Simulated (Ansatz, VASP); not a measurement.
W in VASP and in Ansatz

```
W
1.0
     0.00000   -2.03000   -2.03000
     0.00000    2.03000   -2.03000
     4.06000    0.00000    0.00000
W
2
Cartesian
  2.0300 -0.1061 -2.1361
  0.0000 0.1061 0.1061
```

Change from the starting cell: mode 4 (92.5 1/cm) frozen in, largest displacement +0.150 Å.

Alike in both runs: task single point; functional r2SCAN; k mesh 16 × 16 × 12; occupations gaussian, width 0.15 eV; no spin polarisation.

|  | VASP | Ansatz |
| --- | --- | --- |
| version | VASP 6.6.1 | Ansatz 0.2.0 |
| potentials or method | VASP PAW PBE potentials, release 64 (W_sv), cutoff 550 eV | scalar-relativistic, plane waves, PAW |
| valence electrons in the cell | 28 | 28 |

```csv
,VASP,Ansatz,Ansatz less VASP
gap on the k mesh at the Fermi level (eV),none,none,-
pressure (GPa),-3.4,-4.4,-1.00
"traceless stress, the component that is largest in VASP (GPa)",-9.59,-9.45,+0.142
rms of the force components (eV/Å),0.382,0.384,+0.0017
```

VASP's potentials were made for PBE, not for r2SCAN. Atom by atom the forces differ by 0.002 eV/Å (rms over components). A gap of «none» marks a metal or a gap that the smearing closes. With one functional, cell and mesh, what is left measures potentials, basis and numerics.

Spin-orbit coupling is off throughout.
